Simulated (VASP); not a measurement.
**Sn (a cell with a defect): single point with LDA**

The system is Sn (a cell with a defect).

```
CELL_PARAMETERS angstrom
0.00000 6.47428 6.47428
6.47428 0.00000 6.47428
6.47428 6.47428 0.00000
ATOMIC_POSITIONS crystal
Sn 0.00521 0.00390 0.99190
Sn 0.12262 0.12129 0.14067
Sn 0.02539 0.02406 0.52373
Sn 0.00241 0.49742 0.99708
Sn 0.12401 0.62463 0.12419
Sn 0.00511 0.49254 0.50344
Sn 0.12263 0.64105 0.62096
Sn 0.49875 0.00114 0.99707
Sn 0.62591 0.12267 0.12429
Sn 0.49340 0.00395 0.50359
Sn 0.64232 0.12129 0.62094
Sn 0.50010 0.49875 0.99842
Sn 0.62570 0.62444 0.12405
Sn 0.49876 0.49741 0.50076
Sn 0.62586 0.62466 0.62234
```

| Item | Value |
| --- | --- |
| Program | VASP 6.6.1 |
| Task | single point |
| Functional | LDA |
| Potentials or basis | VASP PAW LDA potentials, release 64 (Sn_d) |
| Cutoff | 400 eV |
| k mesh | 2 × 2 × 2 |
| Occupations | fermi-dirac, width 0.1 eV |
| Spin | no spin polarisation |

The pressure is -1.3 GPa, the largest force is 0.110 eV/Å and the band gap on the k mesh is 0.33 eV.

Forces on the atoms (eV/Å):
```
Sn   0.018  0.018 -0.003
Sn  -0.013 -0.012  0.017
Sn  -0.063 -0.064 -0.064
Sn  -0.005 -0.001 -0.001
Sn   0.013  0.009  0.010
Sn   0.018 -0.003  0.018
Sn  -0.013  0.017 -0.012
Sn   0.000 -0.005 -0.001
Sn   0.009  0.013  0.009
Sn  -0.003  0.018  0.019
Sn   0.017 -0.012 -0.012
Sn   0.010  0.010  0.010
Sn   0.003  0.003  0.002
Sn   0.000 -0.001 -0.004
Sn   0.010  0.009  0.013
```

Stress tensor (GPa, compression positive):
```
-1.33 -0.18 -0.18
-0.18 -1.33 -0.18
-0.18 -0.18 -1.33
```

Levels at points of the mesh, in eV from the valence-band top:
```tsv
k point	band 102	band 103	band 104	band 105	band 106	band 107	band 108	band 109
(0.00, 0.00, 0.00)	-0.20	-0.07	-0.07	0.00	0.34	0.34	0.43	0.92
(0.50, 0.00, 0.00)	-0.85	-0.81	-0.21	-0.17	0.53	0.71	0.78	1.10
(0.00, 0.50, 0.00)	-0.85	-0.80	-0.21	-0.17	0.53	0.71	0.78	1.10
(0.00, 0.00, 0.50)	-0.85	-0.81	-0.21	-0.17	0.53	0.71	0.78	1.10
(0.50, 0.50, 0.50)	-0.95	-0.95	-0.14	-0.14	0.63	0.63	0.82	1.09
(0.50, 0.50, 0.00)	-0.97	-0.96	-0.77	-0.60	0.33	0.36	1.43	1.47
(0.00, 0.50, 0.50)	-0.97	-0.96	-0.77	-0.60	0.33	0.36	1.43	1.47
(0.50, 0.00, 0.50)	-0.97	-0.96	-0.77	-0.60	0.33	0.36	1.43	1.47
```

It took 16 min on 1 thread of Oxide Virtual Turin-like Processor, on a shared host, peak memory 0.44 GiB.

Caveat: the k points lie up to 0.42 Å⁻¹ apart; spin-orbit coupling is left out, which moves the levels of the heavy elements.
